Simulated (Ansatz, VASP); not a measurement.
BeSi in VASP and in Ansatz

Contents of INCAR:

```
PREC = Accurate
ENCUT = 520
EDIFF = 1E-8
ISMEAR = -1
SIGMA = 0.05
LREAL = False
LASPH = True
NELM = 100
ALGO = Normal
ISIF = 2
LWAVE = False
LCHARG = False
GGA = PE
LEFG = True
NBANDS = 10
```

KPOINTS

```
regular mesh
0
Gamma
  14 14 11
```

File POSCAR:

```
BeSi
1.0
    2.5556768585      0.0000000000      0.0000000000
    0.0000000000      2.5556768585      0.0000000000
    0.0000000000      0.0000000000      3.4196826506
Be Si
1 1
Direct
    0.0138339086      0.0138339086      0.0000000000
    0.5000000000      0.5000000000      0.5000000000
```

Input for Ansatz:

```yaml
crystal:
  lattice:
    - [2.5556768585, 0.0, 0.0]
    - [0.0, 2.5556768585, 0.0]
    - [0.0, 0.0, 3.4196826506]
  atoms:
    - { symbol: Be, position: [0.0138339086, 0.0138339086, 0.0] }
    - { symbol: Si, position: [0.5, 0.5, 0.5] }
kpoints:
  mp_grid: { grid: [14, 14, 11] }
scf:
  occupations: { method: fermi_dirac, width: 0.05 }
hamiltonian:
  xc: pbe
  pseudopotentials: { kind: all_electron, datasets: crystal }
output:
  forces: true
  stress: true
  eigenvalues: true
  efg: { contact_densities: true }
```

Alike in both runs: task electric field gradients; functional PBE; k mesh 14 × 14 × 11; occupations fermi-dirac, width 0.05 eV; no spin polarisation.

```csv
,VASP,Ansatz
version,VASP 6.6.1,Ansatz 0.2.0
potentials or method,"VASP PAW PBE potentials, release 64 (Be, Si), cutoff 520 eV","all-electron PAW with datasets made for the crystal, scalar-relativistic"
```

|  | VASP | Ansatz | Ansatz less VASP |
| --- | --- | --- | --- |
| pressure (GPa) | 0.1 | 0.1 | +0.03 |
| traceless stress, the component that is largest in VASP (GPa) | 0.19 | 0.19 | -0.001 |
| rms of the force components (eV/Å) | 0.018 | 0.018 | -0.0004 |
| size of Vzz on the site where it differs most (V/Å²) | 8.9 | 9.5 | +0.61 |

Atom by atom the forces differ by 0.000 eV/Å (rms over components). Ansatz ran all-electron here, and VASP with PAW potentials.
